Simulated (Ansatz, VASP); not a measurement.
## One calculation of TaS2, two programs

```
Ta S
1.0
     3.35000    0.00000    0.00000
    -1.67500    2.90119    0.00000
     0.00000    0.00000    5.80140
Ta S
1 2
Cartesian
  0.0000 0.0000 0.0000
  0.0000 1.9341 1.4504
  1.6750 0.9671 4.3510
```

Change from the starting cell: zz strain of -1 %, crystal datasets.

Alike in both runs: task electric field gradients; functional PBE; k mesh 9 × 9 × 5; occupations fermi-dirac, width 0.03 eV; no spin polarisation.

|  | VASP | Ansatz |
| --- | --- | --- |
| version | VASP 6.6.1 | Ansatz 0.2.0 |
| potentials or method | VASP PAW PBE potentials, release 64 (Ta_pv, S), cutoff 400 eV | all-electron PAW with datasets made for the crystal, scalar-relativistic |

|  | VASP | Ansatz | Ansatz less VASP |
| --- | --- | --- | --- |
| pressure (GPa) | 10.8 | 10.7 | -0.04 |
| traceless stress, the component that is largest in VASP (GPa) | 3.91 | 3.83 | -0.071 |
| rms of the force components (eV/Å) | 0.702 | 0.693 | -0.0088 |
| size of Vzz on the site where it differs most (V/Å²) | 136.0 | 167.9 | +31.84 |

Atom by atom the forces differ by 0.009 eV/Å (rms over components). Ansatz ran all-electron here, and VASP with PAW potentials.

Spin-orbit coupling is off throughout.
